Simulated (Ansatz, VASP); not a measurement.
One calculation of Cu, two programs

Contents of INCAR:

```
SYSTEM = Cu
PREC = Accurate ; ENCUT = 520
EDIFF = 1E-7 ; ISMEAR = 0
SIGMA = 0.15 ; LREAL = .False.
LASPH = .True. ; NELM = 100
ALGO = Fast ; ISIF = 2
LWAVE = .False. ; LCHARG = .False.
GGA = PS ; NBANDS = 30
```

The input KPOINTS:

```
regular mesh
0
Gamma
  18 18 4
  0 0 0
```

File POSCAR:

```
Cu
1.0
    2.5197984293      0.0000000000      0.0000000000
   -1.2598992147      2.1822094521      0.0000000000
    0.0000000000      0.0000000000      8.2352547724
Cu
4
Direct
    0.0000000000      0.0000000000      0.0000000000
    0.3333333333      0.6666666667      0.2500000000
    0.0000000000      0.0000000000      0.5000000000
    0.6666666667      0.3333333333      0.7500000000
```

Input for Ansatz:

```yaml
crystal:
  lattice:
    - [2.5197984293, 0.0, 0.0]
    - [-1.2598992147, 2.1822094521, 0.0]
    - [0.0, 0.0, 8.2352547724]
  atoms:
    - { symbol: Cu, position: [0.0, 0.0, 0.0] }
    - { symbol: Cu, position: [0.3333333333, 0.6666666667, 0.25] }
    - { symbol: Cu, position: [0.0, 0.0, 0.5] }
    - { symbol: Cu, position: [0.6666666667, 0.3333333333, 0.75] }
basis:
  ecutwfc: 420
kpoints:
  mp_grid: { grid: [18, 18, 4] }
hamiltonian:
  xc: pbesol
scf:
  occupations: { method: gaussian, width: 0.15 }
output:
  forces: true
  stress: true
  eigenvalues: true
  write_density: true
  write_potential: true
  elf: true
  volumetric_format: npy
```

Alike in both runs: task single point; functional PBEsol; k mesh 18 × 18 × 4; occupations gaussian, width 0.15 eV; no spin polarisation.

```csv
,VASP,Ansatz
version,VASP 6.6.1,Ansatz 0.2.0
potentials or method,"VASP PAW PBE potentials, release 64 (Cu), cutoff 520 eV","scalar-relativistic, plane waves, PAW"
valence electrons in the cell,44,76
```

Ansatz gave:

| Quantity | Value |
| --- | --- |
| gap on the k mesh at the Fermi level (eV) | none |
| pressure (GPa) | 0.0 |
| traceless stress, the component that is largest in VASP (GPa) | -0.38 |

Problem. What did VASP give for the same quantities?

Solution. gap on the k mesh at the Fermi level (eV): none; pressure (GPa): 1.0; traceless stress, the component that is largest in VASP (GPa): -0.41.

VASP's potentials were made for PBE, not for PBEsol. A gap of «none» marks a metal or a gap that the smearing closes. VASP's potentials hold 44 valence electrons a cell and Ansatz's 76, so a difference there can come from the potentials and not from the codes.
